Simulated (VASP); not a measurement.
Wanted: the native input for a VASP 6.6.1 run.

| Item | Value |
| --- | --- |
| Task | single point |
| Functional | PBE |
| Dispersion | D3(BJ) |
| Potentials or basis | VASP PAW PBE potentials, release 64 (K_sv, Mg, F) |
| Cutoff | 520 eV |
| k mesh | 6 × 6 × 6 |
| Occupations | gaussian, width 0.01 eV |
| Spin | no spin polarisation |
| Dipole correction | no |
| Further INCAR settings | ALGO = Normal; EDIFF = 1e-06; NBANDS = 24 |

The structure of KMgF3 lies in POSCAR:

```
KMgF3
1.0
    3.8533720875      0.0000000000      0.0000000000
    0.0000000000      3.8533720875      0.0000000000
    0.0000000000      0.0000000000      3.8533720875
K Mg F
1 1 3
Direct
    0.5000000000      0.5000000000      0.5000000000
    0.0000000000      0.0000000000      0.0000000000
    0.5000000000      0.0000000000      0.0000000000
    0.0000000000      0.5000000000      0.0000000000
    0.0000000000      0.0000000000      0.5000000000
```

One way to write it, as run:

INCAR

```
ALGO = Normal ; EDIFF = 1E-6
ENCUT = 520 ; GGA = PE
ISIF = 2 ; ISMEAR = 0
IVDW = 12 ; LASPH = True
LCHARG = False ; LREAL = False
LWAVE = False ; NBANDS = 24
NELM = 60 ; PREC = Accurate
SIGMA = 0.01
```

KPOINTS

```
k-points
0
Gamma
  6 6 6
```

Potentials or basis: VASP PAW PBE potentials, release 64 (K_sv, Mg, F).

Command:

```sh
$ cat potpaw_PBE.64/K_sv/POTCAR potpaw_PBE.64/Mg/POTCAR potpaw_PBE.64/F/POTCAR > POTCAR
$ mpirun -np 1 vasp_std > vasp.out
```

Results of the run:

```json
{
  "Pressure": "11.2 GPa",
  "Band gap on the k mesh": "8.12 eV (least direct gap 8.44 eV)",
  "Dispersion energy per atom": "-0.184 eV"
}
```

Caveat: the cell stands under pressure.

It took 47 s on 1 thread of Intel Xeon 8259CL (shared host), peak memory 0.19 GiB.
